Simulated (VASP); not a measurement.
# H22CO11 in VASP: notebook

The runs below take H22CO11 through single point, with PBE+D3(BJ).

Everything below comes from runs of VASP 6.6.1. Logs are shortened: lines on timing, memory, paths and dates and some standing lists are left out, and cuts for length are marked.

## 1. The cell of the first run

The cell holds an amorphous packing of atoms, 34 atoms: a = 7.120 Å, b = 7.120 Å, c = 7.120 Å, α = 90.00°, β = 90.00°, γ = 90.00°.

## 2. Single point, PBE+D3(BJ)

INCAR

```
PREC     = Accurate       # precision mode
ENCUT    = 520            # plane-wave cutoff, eV
EDIFF    = 1E-6           # SCF threshold, eV
ISMEAR   = -1             # smearing method
SIGMA    = 0.02           # smearing width, eV
LREAL    = Auto         
LASPH    = True           # aspherical terms in the spheres
NELM     = 120            # most SCF steps
ALGO     = Normal         # electronic algorithm
ISIF     = 2              # what is computed and relaxed
LWAVE    = False          # write WAVECAR
LCHARG   = True           # write CHGCAR
GGA      = PE             # functional
IVDW     = 12             # dispersion correction
LELF     = True           # ELF
LVHAR    = True         
NBANDS   = 69             # bands
GGA_COMPAT= False
```

KPOINTS

```
regular mesh
0
Gamma
  1 1 1
```

POSCAR

```
H22CO11
1.0
    7.1203670000      0.0000000000      0.0000000000
    0.0000000000      7.1203670000      0.0000000000
    0.0000000000      0.0000000000      7.1203670000
O H C
11 22 1
Direct
    0.3923252832      0.2093571862      0.5050161038
    0.0996577845      0.4903679824      0.2834123578
    0.5389890718      1.0429799475      0.9939094432
    0.9334069438      0.6698812013      0.9795281620
    0.6667633845      0.4381515728      0.2279376892
    0.3424542583      0.3574956179      0.9384207303
    0.2896479915      0.8612477419      0.3738711783
    0.7784008886      0.9065684395      0.6896273745
    0.7557335177      0.9520717120      0.3007710136
    0.2938331690      0.7341335074      0.7924591527
    0.0432140647      0.2021805898      0.6881386872
    0.3961312668      0.2461109097      0.6398967918
    0.3171465740      0.0853467244      0.5156897109
    0.0067693140      0.4367331066      0.1939928096
    0.1622107400      0.3785198151      0.3228063947
    0.4727565307      1.1669201882      0.9911427318
    0.6506687085      1.0486678566      0.9101637598
    0.8692669914      0.7516326055      0.8785221324
    1.0658439375      0.6706255450      0.9548524676
    0.6031290241      0.3245478779      0.2643683956
    0.6423264419      0.4984293647      0.3405021118
    0.3317244743      0.4946795579      0.8883249979
    0.2088235059      0.3185369518      0.9610459686
    0.3839689724      0.7758729290      0.3271320144
    0.1825186820      0.7875577200      0.3392521762
    0.8556581423      1.0158605589      0.6817766556
    0.7641038727      0.8697304507      0.5487217162
    0.6298270862      0.9765648316      0.2314768326
    0.8276961005      0.8532284923      0.2459283349
    0.3590545263      0.8499281006      0.8528492984
    0.2711517538      0.7835129847      0.6698671571
   -0.0032442148      0.4847783829      0.7327431297
   -0.1966471672      0.3318368281      0.6371862574
   -0.0445201771      0.3463445072      0.6915373885
```

Potentials or basis: VASP PAW PBE potentials, release 64 (O, H, C).

Started as:

```sh
$ cat potpaw_PBE.64/O/POTCAR potpaw_PBE.64/H/POTCAR potpaw_PBE.64/C/POTCAR > POTCAR
$ mpirun -np 1 vasp_gam > vasp.out
```

OUTCAR:

```text
PREC = Accurate
   ENCUT = 520
   EDIFF = 1E-6
   ISMEAR = -1
   LREAL = Auto
   LASPH = True
   NELM = 120
   ISIF = 2
   GGA = PE
   IVDW = 12
 IVDW          = 12

 ion  position               nearest neighbor table
   1  0.392  0.209  0.505-  12 1.00  13 1.04
   2  0.100  0.490  0.283-  15 0.95  14 0.99
   3  0.539  0.043  0.994-  17 0.99  16 1.00
   4  0.933  0.670  0.980-  19 0.96  18 1.03
   5  0.667  0.438  0.228-  21 0.93  20 0.96
   6  0.342  0.357  0.938-  23 1.00  22 1.04
   7  0.290  0.861  0.374-  25 0.96  24 0.97
   8  0.778  0.907  0.690-  26 0.95  27 1.04
   9  0.756  0.952  0.301-  29 0.95  28 1.04
  10  0.294  0.734  0.792-  31 0.95  30 1.04
  11  0.043  0.202  0.688-  34 1.20
  12  0.396  0.246  0.640-   1 1.00
  13  0.317  0.085  0.516-   1 1.04
  14  0.007  0.437  0.194-   2 0.99
  15  0.162  0.379  0.323-   2 0.95
  16  0.473  0.167  0.991-   3 1.00
[... 15 lines left out ...]
  32  0.997  0.485  0.733-  34 1.07
  33  0.803  0.332  0.637-  34 1.15
  34  0.955  0.346  0.692-  32 1.07  33 1.15  11 1.20

  LATTYP: Found a simple cubic cell.
 ALAT       =     7.1203670000

  Lattice vectors:

 A1 = (   7.1203670000,   0.0000000000,   0.0000000000)
 A2 = (   0.0000000000,   7.1203670000,   0.0000000000)
 A3 = (   0.0000000000,   0.0000000000,   7.1203670000)

Analysis of symmetry for initial positions (statically):
=====================================================================
 Subroutine PRICEL returns:
 Original cell was already a primitive cell.

 Routine SETGRP: Setting up the symmetry group for a
 simple cubic supercell.

 Subroutine GETGRP returns: Found  1 space group operations
 (whereof  1 operations were pure point group operations)
 out of a pool of 48 trial point group operations.

The static configuration has the point symmetry C_1 .

Analysis of symmetry for dynamics (positions and initial velocities):
=====================================================================
 Subroutine PRICEL returns:
 Original cell was already a primitive cell.

 Routine SETGRP: Setting up the symmetry group for a
 simple cubic supercell.

 Subroutine GETGRP returns: Found  1 space group operations
 (whereof  1 operations were pure point group operations)
 out of a pool of 48 trial point group operations.

The dynamic configuration has the point symmetry C_1 .

 Subroutine INISYM returns: Found  1 space group operations
 (whereof  1 operations are pure point group operations),
 and found     1 'primitive' translations

----------------------------------------------------------------------------------------

                                     Primitive cell

  volume of cell :     360.9999

  direct lattice vectors                    reciprocal lattice vectors
     7.120367000  0.000000000  0.000000000     0.140442199  0.000000000  0.000000000
     0.000000000  7.120367000  0.000000000     0.000000000  0.140442199  0.000000000
     0.000000000  0.000000000  7.120367000     0.000000000  0.000000000  0.140442199

  length of vectors
     7.120367000  7.120367000  7.120367000     0.140442199  0.140442199  0.140442199

  position of ions in fractional coordinates (direct lattice)
     0.392325283  0.209357186  0.505016104
     0.099657785  0.490367982  0.283412358
     0.538989072  0.042979948  0.993909443
     0.933406944  0.669881201  0.979528162
     0.666763385  0.438151573  0.227937689
     0.342454258  0.357495618  0.938420730
[... 26 lines left out ...]
     0.803352833  0.331836828  0.637186257
     0.955479823  0.346344507  0.691537389

  ion indices of the primitive-cell ions
   primitive index   ion index
                 1           1
                 2           2
                 3           3
                 4           4
                 5           5
                 6           6
[... 26 lines left out ...]
                33          33
                34          34

----------------------------------------------------------------------------------------

 KPOINTS: regular mesh

Automatic generation of k-mesh.
 Grid dimensions read from file:
 generate k-points for:    1    1    1

 Generating k-lattice:

  Cartesian coordinates                     Fractional coordinates (reciprocal lattice)
     0.140442199  0.000000000  0.000000000     1.000000000  0.000000000  0.000000000
     0.000000000  0.140442199  0.000000000     0.000000000  1.000000000  0.000000000
     0.000000000  0.000000000  0.140442199     0.000000000  0.000000000  1.000000000

  Length of vectors
     0.140442199  0.140442199  0.140442199

  Shift w.r.t. Gamma in fractional coordinates (k-lattice)
     0.000000000  0.000000000  0.000000000

 Subroutine IBZKPT returns following result:
 ===========================================

 Found      1 irreducible k-points:

 Following reciprocal coordinates:
            Coordinates               Weight
  0.000000  0.000000  0.000000      1.000000
   k-points           NKPTS =      1   k-points in BZ     NKDIM =      1   number of bands    NBANDS=     69
   number of dos      NEDOS =    301   number of ions     NIONS =     34
   total plane-waves  NPLWV = 157464
   dimension x,y,z NGX =    54 NGY =   54 NGZ =   54
   dimension x,y,z NGXF=   108 NGYF=  108 NGZF=  108
   ions per type =              11  22   1
   NGX,Y,Z   is equivalent  to a cutoff of  12.61, 12.61, 12.61 a.u.
   NGXF,Y,Z  is equivalent  to a cutoff of  25.22, 25.22, 25.22 a.u.
 SYSTEM =  unknown system
   PREC   = accura    normal or accurate (medium, high low for compatibility)
   ISTART =      0    job   : 0-new  1-cont  2-samecut
   ICHARG =      2    charge: 1-file 2-atom 10-const
   ISPIN  =      1    spin polarized calculation?
   LNONCOLLINEAR =      F non collinear calculations
   LSORBIT =      F    spin-orbit coupling
   LASPH  =      T    aspherical Exc in radial PAW
   ENCUT  =  520.0 eV  38.22 Ry    6.18 a.u.  13.24 13.24 13.24*2*pi/ulx,y,z
   NELM   =    120;   NELMIN=  2; NELMDL= -5     # of ELM steps
   EDIFF  = 0.1E-05   stopping-criterion for ELM
   LREAL  =      T    real-space projection
   EDIFFG = 0.1E-04   stopping-criterion for IOM
   NSW    =      0    number of steps for IOM
   IBRION =     -1    ionic relax: 0-MD 1-quasi-New 2-CG
   NFREE  =      0    steps in history (QN), initial steepest desc. (CG)
   ISIF   =      2    stress and relaxation
   ISYM   =      2    0-nonsym 1-usesym 2-fastsym
   POTIM  = 0.5000    time-step for ionic-motion
   TEBEG  =    0.0;   TEEND  =   0.0 temperature during run
   PSTRESS=    0.0 pullay stress
   NELECT =      92.0000    total number of electrons
   NUPDOWN=      -1.0000    fix difference up-down
   EMIN   =  10.00;   EMAX   =-10.00  energy-range for DOS
   EFERMI =   0.00;   METHOD = LEGACY
   ISMEAR =    -1;   SIGMA  =   0.02  broadening in eV -4-tet -1-fermi 0-gaus
   EFERMI_NEDOS =   21; number of points for ismear=-14 and -15
   IALGO  =     38    algorithm
   IMIX   =      4    mixing-type and parameters
     AMIX     =   0.40;   BMIX     =  1.00
     AMIX_MAG =   1.60;   BMIX_MAG =  1.00
  volume/ion in A,a.u.               =      10.62        71.65
  Fermi-wavevector in a.u.,A,eV,Ry     =   1.037931  1.961405 14.657561  1.077300
  Thomas-Fermi vector in A             =   2.172391
   LORBIT       =      0    0 simple, 1 ext, 2 COOP (PROOUT), +10 PAW based schemes
   GGA     = PE    functional components
   LHFCALC =     F    Hartree Fock is set to
   AEXX    =    0.0000 exact exchange contribution
   IVDW    =    12    specifies the selected vdW correction
   LEPSILON=     F    determine dielectric tensor
   LRPA    =     F    only Hartree local field effects (RPA)
 non-spin polarized calculation
  energy-cutoff  :      520.00
  volume of cell :      361.00
 maximum number of plane-waves:      4886
 NGX is ok and might be reduce to    54
   NGX = 27   NGY = 27   NGZ = 27

 number of electron      92.0000005 magnetization

 Free energy of the ion-electron system (eV)
  ---------------------------------------------------
  ext. energy  EPLUGINS =         0.00000000
  ---------------------------------------------------
  free energy    TOTEN  =      -166.52577208 eV

  energy without entropy =     -166.52577208  energy(sigma->0) =     -166.52577208

 E-fermi :  -2.6740     XC(G=0):  -6.7330

 val. band max:       -3.2640484030   @ k =   0.0000   0.0000   0.0000
 cond. band min:       0.3198881520   @ k =   0.0000   0.0000   0.0000
 fundamental gap:      3.5839365550
 Fermi energy:        -2.6739967445

 k-point     1 :       0.0000    0.0000    0.0000
  band No.  band energies     occupation
      1     -24.3039      2.00000
      2     -22.9440      2.00000
      3     -22.4070      2.00000
      4     -22.2786      2.00000
      5     -22.1011      2.00000
      6     -22.0541      2.00000
[... 50 lines left out ...]
     57       5.7489      0.00000
     58       5.8276      0.00000
 [bands above 58 left out]

------------------------ aborting loop because EDIFF is reached ----------------------------------------

 Edisp (eV)   -1.14990

 E8    (eV) :    -0.2394

  FORCE on cell =-STRESS in cart. coord.  units (eV):
  Direction    XX          YY          ZZ          XY          YZ          ZX
  --------------------------------------------------------------------------------------
  -------------------------------------------------------------------------------------
  Total      -0.38812    -1.58253    -2.58022    -1.78410     1.77045    -1.18393
  in kB      -1.72254    -7.02351   -11.45146    -7.91812     7.85753    -5.25447
  external pressure =       -6.73 kB  Pullay stress =        0.00 kB

 VOLUME and BASIS-vectors are now :
 -----------------------------------------------------------------------------
  energy-cutoff  :      520.00
  volume of cell :      361.00
      direct lattice vectors                 reciprocal lattice vectors
     7.120367000  0.000000000  0.000000000     0.140442199  0.000000000  0.000000000
     0.000000000  7.120367000  0.000000000     0.000000000  0.140442199  0.000000000
     0.000000000  0.000000000  7.120367000     0.000000000  0.000000000  0.140442199

 POSITION                                       TOTAL-FORCE (eV/Angst)
 -----------------------------------------------------------------------------------
      2.79350      1.49070      3.59590        -1.003346     -1.428616      1.180691
      0.70960      3.49160      2.01800        -1.030586      0.046524     -0.872186
      3.83780      0.30603      7.07700        -0.038975     -0.069320     -0.115208
      6.64620      4.76980      6.97460        -1.851151      0.804065     -0.540853
      4.74760      3.11980      1.62300         0.372663     -1.058497     -1.730259
      2.43840      2.54550      6.68190        -1.565923      1.495488     -0.622516
[... 26 lines left out ...]
      5.72017      2.36280      4.53700         0.605987      0.633388      0.444360
      6.80337      2.46610      4.92400        -3.369787     -0.234380     -1.657097
 -----------------------------------------------------------------------------------
    total drift:                               -0.006325     -0.009482     -0.009603

  FREE ENERGIE OF THE ION-ELECTRON SYSTEM (eV)
  ---------------------------------------------------
  free  energy   TOTEN  =      -167.6756716510 eV

  energy  without entropy=     -167.6756716510  energy(sigma->0) =     -167.67567165
```

Run time: 1.7 min. Hardware: 1 thread of AMD EPYC 7R13, shared host; peak memory 0.33 GiB.

What came out:

```yaml
Free_energy: -167.6757 eV
Pressure: -0.7 GPa
Largest_force: 3.762 eV/Å
Band_gap_on_the_k_mesh: 3.58 eV
Dispersion_energy_per_atom: -0.034 eV
```

Forces in eV/Å, atoms in the order of the input:
```
O   -1.003 -1.429  1.181
O   -1.031  0.047 -0.872
O   -0.039 -0.069 -0.115
O   -1.851  0.804 -0.541
O    0.373 -1.058 -1.730
O   -1.566  1.495 -0.623
O    0.161  0.024  0.315
O   -0.825 -1.778 -1.344
O   -1.867  0.977  0.792
O    1.205  1.575  1.993
O    1.432 -1.296  0.699
H   -0.041  0.079 -0.760
H    1.299  1.756 -0.698
H   -0.045  0.953  0.603
H    1.045 -0.767  0.781
H    0.513 -0.199 -0.325
H   -0.948 -0.091  0.317
H    0.983 -0.843  0.871
H    0.757  0.553 -0.436
H   -0.313 -1.105 -0.430
H   -0.077  2.075  2.332
H    0.359 -1.714  0.687
H    1.358  0.403 -0.340
H    0.833  0.004 -0.045
H   -1.229 -0.433 -0.167
H    1.119  0.921 -0.225
H   -0.096  0.962  1.653
H    2.170 -0.609  0.231
H    0.061 -0.780 -1.229
H   -0.511 -1.724 -0.353
H   -0.288  0.005 -1.426
H    0.827  0.863  0.416
H    0.606  0.633  0.444
C   -3.370 -0.234 -1.657
```

Levels at points of the mesh, in eV from the valence-band top:
```tsv
k point	band 44	band 45	band 46	band 47	band 48	band 49
(0.00, 0.00, 0.00)	-0.43	-0.34	0.00	3.58	4.14	6.42
```

Caveat: the k points lie up to 0.88 Å⁻¹ apart.

(Continued in part 2 of 2.)
